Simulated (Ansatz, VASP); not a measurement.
**CdAg2 in VASP and in Ansatz**

```xyz
6
Lattice="0.0000 3.9307 3.9307 3.9307 0.0000 3.9307 3.9307 3.9307 0.0000" Properties=species:S:1:pos:R:3 pbc="T T T"
Cd    3.9307    3.9307    3.9307
Cd    5.8961    5.8961    5.8961
Ag    0.9827    0.9827    0.9827
Ag    0.9827    2.9480    2.9480
Ag    2.9480    2.9480    0.9827
Ag    2.9480    0.9827    2.9480
```

Change from the starting cell: relaxed end of: species swapped into the SrIr2 type (Fd-3m, No. 227).

Alike in both runs: functional PBE; k mesh 8 × 8 × 8; occupations gaussian, width 0.1 eV; no spin polarisation.

Ansatz relaxed the structure, and its values are those at the end. VASP's run is a single point on that final structure, the one shown.

|  | VASP | Ansatz |
| --- | --- | --- |
| version | VASP 6.6.1 | Ansatz 0.2.0 |
| potentials or method | VASP PAW PBE potentials, release 64 (Cd, Ag), cutoff 520 eV | scalar-relativistic, plane waves, PAW |
| valence electrons in the cell | 68 | 116 |

```tsv
	VASP	Ansatz	Ansatz less VASP
gap on the k mesh at the Fermi level (eV)	none	none	-
pressure (GPa)	0.0	0.0	-0.04
```

A gap of «none» marks a metal or a gap that the smearing closes. VASP's potentials hold 68 valence electrons a cell and Ansatz's 116, so a difference there can come from the potentials and not from the codes.
